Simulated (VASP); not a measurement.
ZrH2, 3 atoms in the cell. Symmetry: Fm-3m, No. 225, cubic system. The conventional cell has a = 4.928 Å, b = 4.928 Å, c = 4.928 Å, α = 90.00°, β = 90.00°, γ = 90.00°. Within 2.8 Å of Zr (site symmetry m-3m) lie 8 H at 2.13 Å. H (site symmetry -43m) has 4 Zr at 2.13 Å and 6 H at 2.46 Å within 2.8 Å. 

* Program: VASP 6.6.1
* Task: single point
* Functional: PBEsol
* Dispersion: D3(BJ)
* Potentials or basis: VASP PAW PBE potentials, release 64 (Zr_sv, H)
* Cutoff: 520 eV
* k mesh: 10 × 10 × 10
* Occupations: methfessel-paxton, width 0.05 eV
* Spin: no spin polarisation
* Dipole correction: no
* Further INCAR settings: ALGO = Normal; EDIFF = 1e-06; NBANDS = 14

Potentials or basis: VASP PAW PBE potentials, release 64 (Zr_sv, H).

Run with:

```console
$ cat potpaw_PBE.64/Zr_sv/POTCAR potpaw_PBE.64/H/POTCAR > POTCAR
$ mpirun -np 1 vasp_std > vasp.out
```

Hardware: 1 thread of Intel(R) Xeon(R) 6975P-C (Granite Rapids) (shared host).

Question: How long does it take, and how much memory?

Answer: Run time: 10 s on 1 thread of Intel(R) Xeon(R) 6975P-C (Granite Rapids), on a shared host, peak memory 0.17 GiB. Counts: scf iterations 12, k points 47.
